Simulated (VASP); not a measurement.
Input of a VASP 6.6.1 run:

INCAR

```
SYSTEM = NiO
ALGO     = Normal         ! electronic algorithm
EDIFF    = 1E-7           ! SCF threshold, eV
ENCUT    = 520            ! plane-wave cutoff, eV
GGA      = PE             ! functional
ISIF     = 2              ! what is computed and relaxed
ISMEAR   = -1             ! smearing method
ISPIN    = 2              ! spin polarisation
LASPH    = .True.         ! aspherical terms in the spheres
LCHARG   = .True.         ! write CHGCAR
LELF     = .True.         ! ELF
LMAXMIX  = 4              ! l up to which the mixer works
LORBIT   = 11             ! projections on sites
LREAL    = .False.        ! projectors in reciprocal space
LVHAR    = .True.       
LWAVE    = .False.        ! write WAVECAR
MAGMOM   = 1.5 0          ! initial moments
NBANDS   = 19             ! bands
NELM     = 150            ! most SCF steps
PREC     = Accurate       ! precision mode
SIGMA    = 0.03           ! smearing width, eV
```

Contents of KPOINTS:

```
k-points
0
Gamma
  17 17 17
  0 0 0
```

File POSCAR:

```
NiO
1.0
    0.0000000000      2.0913100000      2.0913100000
    2.0913100000      0.0000000000      2.0913100000
    2.0913100000      2.0913100000      0.0000000000
Ni O
1 1
Direct
    0.0000000000      0.0000000000      0.0000000000
    0.5000000000      0.5000000000      0.5000000000
```

Potentials or basis: VASP PAW PBE potentials, release 64 (Ni, O).

Launch:

```sh
$ cat potpaw_PBE.64/Ni/POTCAR potpaw_PBE.64/O/POTCAR > POTCAR
$ mpirun -np 1 vasp_std > vasp.out
```

(1) Estimate the net moment.

(2) What does it give for the pressure?

Answers

(1) 1.71 μB per cell.

(2) 3.8 GPa.

Caveat: a cell with one magnetic atom can't hold antiferromagnetic order, which such compounds often take.
